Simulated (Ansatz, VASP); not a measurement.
## Cr: VASP beside Ansatz

```
CELL_PARAMETERS angstrom
-1.39425 1.39425 1.39425
1.39425 -1.39425 1.39425
1.39425 1.39425 -1.39425
ATOMIC_POSITIONS crystal
Cr 0.00000 0.00000 0.00000
```

Alike in both runs: task single point; functional LDA; k mesh 16 × 16 × 16; occupations fermi-dirac, width 0.2 eV; no spin polarisation.

|  | VASP | Ansatz |
| --- | --- | --- |
| version | VASP 6.6.1 | Ansatz 0.2.0 |
| potentials or method | VASP PAW LDA potentials, release 64 (Cr_pv), cutoff 520 eV | plane waves (420 eV) with PAW, scalar-relativistic |
| valence electrons in the cell | 12 | 14 |

|  | VASP | Ansatz | Ansatz less VASP |
| --- | --- | --- | --- |
| pressure (GPa) | 0.8 | 0.7 | -0.13 |

Ansatz warns that its potentials were made for another functional, while VASP's fit it. LDA's correlation is that of Perdew and Zunger in VASP and of Perdew and Wang (1992) in Ansatz. VASP's potentials hold 12 valence electrons a cell and Ansatz's 14, so a difference there can come from the potentials and not from the codes.
